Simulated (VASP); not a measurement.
# CdSe (Cadmoselite) (P6_3mc) in VASP: further runs

Runs on CdSe (Cadmoselite). Level: PBE. Tasks: single point.

Everything below comes from runs of VASP 6.6.1. Logs are shortened: lines on timing, memory, paths and dates and some standing lists are left out, and cuts for length are marked.

## (1) The cell of the first run

Symmetry: P6_3mc, No. 186, hexagonal system. Conventional cell: a = 4.299 Å, b = 4.299 Å, c = 6.940 Å, α = 90.00°, β = 90.00°, γ = 120.00°. Within 3.5 Å of Cd (site symmetry 3m) lie 4 Se at 2.62 Å. Se (site symmetry 3m) has 4 Cd at 2.62 Å within 3.5 Å.

## (2) Single point, PBE (z stretched by -1 %, then relaxed in part)

INCAR reads:

```
SYSTEM = CdSe
PREC = Accurate ; ENCUT = 520
EDIFF = 1E-6 ; ISMEAR = -1
SIGMA = 0.02 ; LREAL = .False.
LASPH = .True. ; NELM = 80
ALGO = Normal ; ISIF = 2
LWAVE = .False. ; LCHARG = .False.
GGA = PE ; NBANDS = 26
```

KPOINTS reads:

```
regular mesh
0
Gamma
  12 12 6
  0 0 0
```

POSCAR reads:

```
CdSe
1.0
    4.2990000000      0.0000000000      0.0000000000
   -2.1495000000      3.7230432109      0.0000000000
    0.0000000000      0.0000000000      6.9399000000
Cd Se
2 2
Direct
    0.3333333333      0.6666666667     -0.0006793410
    0.6666666667      0.3333333333      0.4993206590
    0.3333333333      0.6666666667      0.3774693410
    0.6666666667      0.3333333333      0.8774693410
```

Potentials or basis: VASP PAW PBE potentials, release 64 (Cd, Se).

Launch:

```sh
$ cat potpaw_PBE.64/Cd/POTCAR potpaw_PBE.64/Se/POTCAR > POTCAR
$ mpirun -np 1 vasp_std > vasp.out
```

OUTCAR:

```text
SYSTEM = CdSe
   PREC = Accurate
   ENCUT = 520
   EDIFF = 1E-6
   ISMEAR = -1
   LREAL = .False.
   LASPH = .True.
   NELM = 80
   ISIF = 2
   GGA = PE

 ion  position               nearest neighbor table
   1  0.333  0.667  0.999-   4 2.62   4 2.62   4 2.62   3 2.62
   2  0.667  0.333  0.499-   3 2.62   3 2.62   3 2.62   4 2.62
   3  0.333  0.667  0.377-   2 2.62   2 2.62   2 2.62   1 2.62
   4  0.667  0.333  0.877-   1 2.62   1 2.62   1 2.62   2 2.62

  LATTYP: Found a hexagonal cell.
 ALAT       =     4.2990000000
 C/A-ratio  =     1.6143056525

  Lattice vectors:

 A1 = (   4.2990000000,   0.0000000000,   0.0000000000)
 A2 = (  -2.1495000000,   3.7230432109,   0.0000000000)
 A3 = (   0.0000000000,   0.0000000000,   6.9399000000)

Analysis of symmetry for initial positions (statically):
=====================================================================
 Subroutine PRICEL returns:
 Original cell was already a primitive cell.

 Routine SETGRP: Setting up the symmetry group for a
 hexagonal supercell.

 Subroutine GETGRP returns: Found 12 space group operations
 (whereof  6 operations were pure point group operations)
 out of a pool of 24 trial point group operations.

The static configuration has the point symmetry C_3v.
 The point group associated with its full space group is C_6v.

Analysis of symmetry for dynamics (positions and initial velocities):
=====================================================================
 Subroutine PRICEL returns:
 Original cell was already a primitive cell.

 Routine SETGRP: Setting up the symmetry group for a
 hexagonal supercell.

 Subroutine GETGRP returns: Found 12 space group operations
 (whereof  6 operations were pure point group operations)
 out of a pool of 24 trial point group operations.

The dynamic configuration has the point symmetry C_3v.
 The point group associated with its full space group is C_6v.

 Subroutine INISYM returns: Found 12 space group operations
 (whereof  6 operations are pure point group operations),
 and found     1 'primitive' translations

----------------------------------------------------------------------------------------

                                     Primitive cell

  volume of cell :     111.0756

  direct lattice vectors                    reciprocal lattice vectors
     4.299000000  0.000000000  0.000000000     0.232612235  0.134298737  0.000000000
    -2.149500000  3.723043211  0.000000000     0.000000000  0.268597473  0.000000000
     0.000000000  0.000000000  6.939900000     0.000000000  0.000000000  0.144094295

  length of vectors
     4.299000000  4.299000000  6.939900000     0.268597473  0.268597473  0.144094295

  position of ions in fractional coordinates (direct lattice)
     0.333333333  0.666666667  0.999320659
     0.666666667  0.333333333  0.499320659
     0.333333333  0.666666667  0.377469341
     0.666666667  0.333333333  0.877469341

  ion indices of the primitive-cell ions
   primitive index   ion index
                 1           1
                 2           2
                 3           3
                 4           4

----------------------------------------------------------------------------------------

 KPOINTS: regular mesh

Automatic generation of k-mesh.
 Grid dimensions read from file:
 generate k-points for:   12   12    6

 Generating k-lattice:

  Cartesian coordinates                     Fractional coordinates (reciprocal lattice)
     0.019384353  0.011191561  0.000000000     0.083333333  0.000000000  0.000000000
     0.000000000  0.022383123  0.000000000     0.000000000  0.083333333  0.000000000
     0.000000000  0.000000000  0.024015716     0.000000000  0.000000000  0.166666667

  Length of vectors
     0.022383123  0.022383123  0.024015716

  Shift w.r.t. Gamma in fractional coordinates (k-lattice)
     0.000000000  0.000000000  0.000000000

 Subroutine IBZKPT returns following result:
 ===========================================

 Found     76 irreducible k-points:

 Following reciprocal coordinates:
            Coordinates               Weight
  0.000000  0.000000  0.000000      1.000000
  0.083333  0.000000  0.000000      6.000000
  0.166667 -0.000000  0.000000      6.000000
  0.250000 -0.000000  0.000000      6.000000
  0.333333 -0.000000  0.000000      6.000000
  0.416667  0.000000  0.000000      6.000000
[... 16 lines left out ...]
  0.250000 -0.000000  0.166667     12.000000
  0.333333 -0.000000  0.166667     12.000000
 [... further k-points ...]
   k-points           NKPTS =     76   k-points in BZ     NKDIM =     76   number of bands    NBANDS=     26
   number of dos      NEDOS =    301   number of ions     NIONS =      4
   total plane-waves  NPLWV =  55296
   dimension x,y,z NGX =    32 NGY =   32 NGZ =   54
   dimension x,y,z NGXF=    64 NGYF=   64 NGZF=  108
   ions per type =               2   2
   NGX,Y,Z   is equivalent  to a cutoff of  12.37, 12.37, 12.94 a.u.
   NGXF,Y,Z  is equivalent  to a cutoff of  24.75, 24.75, 25.87 a.u.
 SYSTEM =  CdSe
   PREC   = accura    normal or accurate (medium, high low for compatibility)
   ISTART =      0    job   : 0-new  1-cont  2-samecut
   ICHARG =      2    charge: 1-file 2-atom 10-const
   ISPIN  =      1    spin polarized calculation?
   LNONCOLLINEAR =      F non collinear calculations
   LSORBIT =      F    spin-orbit coupling
   LASPH  =      T    aspherical Exc in radial PAW
   ENCUT  =  520.0 eV  38.22 Ry    6.18 a.u.   7.99  7.99 12.90*2*pi/ulx,y,z
   NELM   =     80;   NELMIN=  2; NELMDL= -5     # of ELM steps
   EDIFF  = 0.1E-05   stopping-criterion for ELM
   LREAL  =      F    real-space projection
   EDIFFG = 0.1E-04   stopping-criterion for IOM
   NSW    =      0    number of steps for IOM
   IBRION =     -1    ionic relax: 0-MD 1-quasi-New 2-CG
   NFREE  =      0    steps in history (QN), initial steepest desc. (CG)
   ISIF   =      2    stress and relaxation
   ISYM   =      2    0-nonsym 1-usesym 2-fastsym
   POTIM  = 0.5000    time-step for ionic-motion
   TEBEG  =    0.0;   TEEND  =   0.0 temperature during run
   PSTRESS=    0.0 pullay stress
   NELECT =      36.0000    total number of electrons
   NUPDOWN=      -1.0000    fix difference up-down
   EMIN   =  10.00;   EMAX   =-10.00  energy-range for DOS
   EFERMI =   0.00;   METHOD = LEGACY
   ISMEAR =    -1;   SIGMA  =   0.02  broadening in eV -4-tet -1-fermi 0-gaus
   EFERMI_NEDOS =   21; number of points for ismear=-14 and -15
   IALGO  =     38    algorithm
   IMIX   =      4    mixing-type and parameters
     AMIX     =   0.40;   BMIX     =  1.00
     AMIX_MAG =   1.60;   BMIX_MAG =  1.00
  volume/ion in A,a.u.               =      27.77       187.39
  Fermi-wavevector in a.u.,A,eV,Ry     =   1.124526  2.125046 17.205360  1.264558
  Thomas-Fermi vector in A             =   2.261198
   LORBIT       =      0    0 simple, 1 ext, 2 COOP (PROOUT), +10 PAW based schemes
   GGA     = PE    functional components
   LHFCALC =     F    Hartree Fock is set to
   AEXX    =    0.0000 exact exchange contribution
   IVDW    =     0    specifies the selected vdW correction
   LEPSILON=     F    determine dielectric tensor
   LRPA    =     F    only Hartree local field effects (RPA)
 non-spin polarized calculation
  energy-cutoff  :      520.00
  volume of cell :      111.08
 maximum number of plane-waves:      3012
 NGX is ok and might be reduce to    32
   NGX = 15   NGY = 15   NGZ = 25

 number of electron      35.9999992 magnetization

 Free energy of the ion-electron system (eV)
  ---------------------------------------------------
  ext. energy  EPLUGINS =         0.00000000
  ---------------------------------------------------
  free energy    TOTEN  =       -10.89522307 eV

  energy without entropy =      -10.89522307  energy(sigma->0) =      -10.89522307

 E-fermi :   1.4066     XC(G=0):  -8.9378

 val. band max:        1.0338445768   @ k =   0.0000   0.0000   0.0000
 cond. band min:       1.7482133084   @ k =   0.0000   0.0000   0.0000
 fundamental gap:      0.7143687315
 Fermi energy:         1.4066082379

 k-point     1 :       0.0000    0.0000    0.0000
  band No.  band energies     occupation
      1     -11.6258      2.00000
      2     -11.2300      2.00000
      3      -6.9172      2.00000
      4      -6.9164      2.00000
      5      -6.9164      2.00000
      6      -6.8465      2.00000
[... 18 lines left out ...]
     25       8.0567      0.00000
     26       8.8826      0.00000

 k-point     2 :       0.0833    0.0000    0.0000
  band No.  band energies     occupation
      1     -11.6035      2.00000
      2     -11.2199      2.00000
      3      -6.9135      2.00000
      4      -6.9080      2.00000
      5      -6.8969      2.00000
      6      -6.8370      2.00000
[... 18 lines left out ...]
     25       8.2273      0.00000
     26       8.7307      0.00000

 k-point     3 :       0.1667   -0.0000    0.0000
  band No.  band energies     occupation
      1     -11.5413      2.00000
      2     -11.1933      2.00000
      3      -6.8937      2.00000
      4      -6.8862      2.00000
      5      -6.8492      2.00000
      6      -6.8068      2.00000
[... 18 lines left out ...]
     25       8.3783      0.00000
     26       8.6982      0.00000

 k-point     4 :       0.2500   -0.0000    0.0000
  band No.  band energies     occupation
      1     -11.4525      2.00000
      2     -11.1599      2.00000
      3      -6.8694      2.00000
      4      -6.8598      2.00000
      5      -6.7822      2.00000
      6      -6.7615      2.00000
[... 18 lines left out ...]
     25       8.5103      0.00000
     26       9.1152      0.00000
[... 496 lines left out ...]
      1     -11.5173      2.00000
      2     -11.2155      2.00000
      3      -6.8867      2.00000
      4      -6.8817      2.00000
      5      -6.8403      2.00000
      6      -6.8106      2.00000
[... 18 lines left out ...]
     25       8.5248      0.00000
     26       8.5420      0.00000

 k-point    23 :       0.2500   -0.0000    0.1667
  band No.  band energies     occupation
      1     -11.4317      2.00000
      2     -11.1779      2.00000
      3      -6.8646      2.00000
      4      -6.8537      2.00000
      5      -6.7874      2.00000
      6      -6.7685      2.00000
[... 18 lines left out ...]
     25       8.6092      0.00000
     26       9.2049      0.00000

 k-point    24 :       0.3333   -0.0000    0.1667
  band No.  band energies     occupation
      1     -11.3402      2.00000
      2     -11.1454      2.00000
      3      -6.8475      2.00000
      4      -6.8302      2.00000
      5      -6.7442      2.00000
      6      -6.7271      2.00000
[... 18 lines left out ...]
     25       8.7950      0.00000
     26       9.5136      0.00000

 [... further k-points ...]
[... 5 lines left out ...]
  --------------------------------------------------------------------------------------
  -------------------------------------------------------------------------------------
  Total        2.6252514      2.6252514      2.9810272      0.0000000     -0.0000000      0.0000000
  in kB       37.8671607     37.8671607     42.9989438      0.0000000     -0.0000000      0.0000000
  external PRESSURE =      39.5777551 kB  Pullay stress =       0.0000000 kB

 VOLUME and BASIS-vectors are now :
 -----------------------------------------------------------------------------
  energy-cutoff  :      520.00
  volume of cell :      111.08
      direct lattice vectors                 reciprocal lattice vectors
     4.299000000  0.000000000  0.000000000     0.232612235  0.134298737  0.000000000
    -2.149500000  3.723043211  0.000000000     0.000000000  0.268597473  0.000000000
     0.000000000  0.000000000  6.939900000     0.000000000  0.000000000  0.144094295

 POSITION                                       TOTAL-FORCE (eV/Angst)
 -----------------------------------------------------------------------------------
     -0.00000      2.48203      6.93519         0.000000     -0.000000     -0.002948
      2.14950      1.24101      3.46524        -0.000000      0.000000     -0.002948
     -0.00000      2.48203      2.61960         0.000000      0.000000      0.002948
      2.14950      1.24101      6.08955         0.000000      0.000000      0.002948
 -----------------------------------------------------------------------------------
    total drift:                               -0.000000     -0.000000      0.000644

  FREE ENERGIE OF THE ION-ELECTRON SYSTEM (eV)
  ---------------------------------------------------
  free  energy   TOTEN  =       -10.8952230739 eV

  energy  without entropy=      -10.8952230738  energy(sigma->0) =      -10.89522307
```

Wall time 2.3 min (1 thread of AMD EPYC 9R45 (Zen 5), shared host); peak memory 0.32 GiB.

Results:

| Property | Result |
| --- | --- |
| Free energy | -10.8952 eV |
| Pressure | 4.0 GPa |
| Band gap on the k mesh | 0.71 eV, direct |

Forces on the atoms (eV/Å):
```
Cd   0.000  0.000 -0.003
Cd   0.000  0.000 -0.003
Se   0.000  0.000  0.003
Se   0.000  0.000  0.003
```

Caveat: the cell differs from its parent crystal (z stretched by -1 %, then relaxed in part).

[end of part 1 of 2]
